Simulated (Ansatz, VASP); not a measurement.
## WS2 in VASP and in Ansatz

INCAR

```
PREC = Accurate
ENCUT = 520
EDIFF = 1E-6
ISMEAR = 0
SIGMA = 0.02
LREAL = F
LASPH = T
NELM = 80
ALGO = Normal
ISIF = 2
LWAVE = F
LCHARG = F
GGA = PS
NBANDS = 35
```

KPOINTS

```
Automatic mesh
0
Gamma
  9 9 2
```

The input POSCAR:

```
WS2
1.0
    3.1832085602      0.0000000000      0.0000000000
   -1.5916042801      2.7567394786      0.0000000000
    0.0000000000      0.0000000000     23.6687632500
W S
2 4
Direct
    0.6666666667      0.3333333333      0.3626824600
    0.3333333333      0.6666666667      0.6373175400
    0.6666666667      0.3333333333      0.7036063878
    0.3333333333      0.6666666667      0.4285581700
    0.6666666667      0.3333333333      0.5714418300
    0.3333333333      0.6666666667      0.2968161100
```

Input for Ansatz:

```yaml
crystal:
  lattice:
    - [3.1832085602, 0.0, 0.0]
    - [-1.5916042801, 2.7567394786, 0.0]
    - [0.0, 0.0, 23.66876325]
  atoms:
    - { symbol: W, position: [0.6666666667, 0.3333333333, 0.36268246] }
    - { symbol: W, position: [0.3333333333, 0.6666666667, 0.63731754] }
    - { symbol: S, position: [0.6666666667, 0.3333333333, 0.7036063878] }
    - { symbol: S, position: [0.3333333333, 0.6666666667, 0.42855817] }
    - { symbol: S, position: [0.6666666667, 0.3333333333, 0.57144183] }
    - { symbol: S, position: [0.3333333333, 0.6666666667, 0.29681611] }
hamiltonian:
  xc: pbesol
  pseudopotentials: { kind: paw }
kpoints:
  mp_grid: { grid: [9, 9, 2] }
scf:
  occupations: { method: gaussian, width: 0.02 }
  convergence: { dr2_threshold: 1.0e-11 }
basis:
  ecutwfc: 600
output:
  forces: true
```

Alike in both runs: task single point; functional PBEsol; k mesh 9 × 9 × 2; occupations gaussian, width 0.02 eV; no spin polarisation.

```csv
,VASP,Ansatz
version,VASP 6.6.1,Ansatz 0.2.0
potentials or method,"VASP PAW PBE potentials, release 64 (W_sv, S), cutoff 520 eV","scalar-relativistic, plane waves, PAW"
valence electrons in the cell,52,52
```

VASP gave:

```
rms of the force components (eV/Å) : 0.082
```

Q: What did Ansatz give for the same quantities?

A: rms of the force components (eV/Å): 0.090.

VASP's potentials were made for PBE, not for PBEsol. Atom by atom the forces differ by 0.010 eV/Å (rms over components).

Neither program's run includes spin-orbit coupling.
